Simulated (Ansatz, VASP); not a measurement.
## One calculation of BN, two programs

```xyz
2
Lattice="0.0000 1.8123 1.8123 1.8123 0.0000 1.8123 1.8123 1.8123 0.0000" Properties=species:S:1:pos:R:3 pbc="T T T"
B     0.9062    0.9062    0.9062
N     1.8123    1.8123    1.8123
```

Alike in both runs: task relaxation of cell and atoms; functional PBE; k mesh 12 × 12 × 12; occupations gaussian, width 0.02 eV; no spin polarisation.

|  | VASP | Ansatz |
| --- | --- | --- |
| version | VASP 6.6.1 | Ansatz 0.2.0 |
| potentials or method | VASP PAW PBE potentials, release 64 (B, N), cutoff 600 eV | scalar-relativistic, plane waves, PAW |
| valence electrons in the cell | 8 | 8 |

Ansatz gave:

```
gap on the k mesh at the Fermi level, each at its own relaxed structure (eV) : 4.46
relaxed volume (Å³/atom)                                                     : 5.95
relaxed cell length with the largest relative difference (Å)                 : 2.563
```

Q: What did VASP give for the same quantities?

A: gap on the k mesh at the Fermi level, each at its own relaxed structure (eV): 4.45; relaxed volume (Å³/atom): 5.95; relaxed cell length with the largest relative difference (Å): 2.563.

Noted on VASP's run: the relaxation stopped at its first step, so nothing moved.
